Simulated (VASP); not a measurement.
Set up this calculation in VASP 6.6.1, as the native input.

| Item | Value |
| --- | --- |
| Task | single point |
| Functional | PBE |
| Potentials or basis | VASP PAW PBE potentials, release 64 (Mg, O) |
| Cutoff | 520 eV |
| k mesh | 2 × 2 × 2, shifted |
| Occupations | gaussian, width 0.02 eV |
| Spin | no spin polarisation |
| Dipole correction | no |
| Further INCAR settings | LREAL = Auto; ALGO = Normal; EDIFF = 1e-07; NBANDS = 86 |

The structure of MgO lies in POSCAR:

```
MgO
1.0
    4.2535896643      4.2535896643      4.2535896643
   -4.2535896643      4.2535896643     -4.2535896643
   -4.2535896643     -4.2535896643      4.2535896643
Mg O
16 16
Direct
    0.5008323039      0.7504251472      0.7503950765
    0.5008683874      0.5004220480      0.0003427954
    0.7508728651      0.5004265671      0.7503394232
    0.5009719755      0.2504526486      0.2503861591
    0.7508245474      0.2504047678      0.0003567952
    0.0009608711      0.2504883613      0.7504108881
    0.5008932173      0.0003886662      0.5003773450
    0.7509252054      0.0004468262      0.2504079557
    0.0007955447      0.0003257480      0.0003429158
    0.2508422447      0.0004315844      0.7503827374
    0.7508284324      0.7503590021      0.5003266474
    0.0009135632      0.7503787006      0.2504735883
    0.2508770179      0.7504241995      0.0004720603
    0.0008946792      0.5003298332      0.5004003969
    0.2508551645      0.5003442198      0.2503704990
    0.2508756396      0.2503165300      0.5003456945
    0.5008714857      0.0005270071      0.0004407589
    0.5008736060      0.7504109790      0.2502848336
    0.7508811494      0.7504811263      0.0003109810
    0.5008933518      0.5004062183      0.5002858706
    0.7509237434      0.5004542237      0.2503600542
    0.0009059215      0.5005003491      0.0003508049
    0.5008223934      0.2504758218      0.7503671416
    0.7509372483      0.2505034063      0.5003794645
    0.0009061050      0.2504144025      0.2504198469
    0.2508459515      0.2504637457      0.0003077676
    0.7507656773      0.0004548106      0.7503248656
    0.0008568903      0.0003945256      0.5003229858
    0.2508810435      0.0003775875      0.2504161155
    0.0008692674      0.7504560943      0.7503351818
    0.2508400250      0.7504014301      0.5003672709
    0.2508829316      0.5004413218      0.7503205270
```

One way to write it, as run:

INCAR

```
PREC = Accurate
ENCUT = 520
EDIFF = 1E-7
ISMEAR = 0
SIGMA = 0.02
LREAL = Auto
LASPH = T
NELM = 60
ALGO = Normal
ISIF = 2
LWAVE = F
LCHARG = F
GGA = PE
NBANDS = 86
```

KPOINTS

```
Automatic mesh
0
Gamma
  2 2 2
  0.5 0.5 0.5
```

Potentials or basis: VASP PAW PBE potentials, release 64 (Mg, O).

Launch:

```console
$ cat potpaw_PBE.64/Mg/POTCAR potpaw_PBE.64/O/POTCAR > POTCAR
$ mpirun -np 1 vasp_std > vasp.out
```

It gave:

* Pressure: -0.7 GPa
* Largest force: 0.009 eV/Å
* Band gap on the k mesh: 5.88 eV

Wall time 5 min on 1 thread of AMD EPYC 7R43 64-Core Processor (Zen 3) (shared host), peak memory 0.39 GiB.
